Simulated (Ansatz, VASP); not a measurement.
# One calculation of CdSe, two programs

```xyz
4
Lattice="4.3830 0.0000 0.0000 -2.1915 3.7958 0.0000 0.0000 0.0000 7.1553" Properties=species:S:1:pos:R:3 pbc="T T T"
Cd    0.0000    2.5305    0.0332
Cd    2.1915    1.2653    3.6108
Se    0.0000    2.5305    2.7216
Se    2.1915    1.2653    6.2992
```

Alike in both runs: functional PBE; k mesh 9 × 9 × 4; occupations gaussian, width 0.02 eV; no spin polarisation.

Ansatz relaxed the structure, and its values are those at the end. VASP's run is a single point on that final structure, the one shown.

```csv
,VASP,Ansatz
version,VASP 6.6.1,Ansatz 0.2.0
potentials or method,"VASP PAW PBE potentials, release 64 (Cd, Se), cutoff 520 eV","scalar-relativistic, plane waves, PAW"
valence electrons in the cell,36,72
```

VASP gave:

| Property | Result |
| --- | --- |
| gap on the k mesh at the Fermi level (eV) | 0.54 |
| least direct gap on the mesh (eV) | 0.54 |
| pressure (GPa) | 0.2 |

Q: Estimate Ansatz's values.

A: gap on the k mesh at the Fermi level (eV): 0.54; least direct gap on the mesh (eV): 0.54; pressure (GPa): 0.0.

The functional is the same, so the differences come from potentials, cutoffs and numerics. VASP's potentials hold 36 valence electrons a cell and Ansatz's 72, so a difference there can come from the potentials and not from the codes.
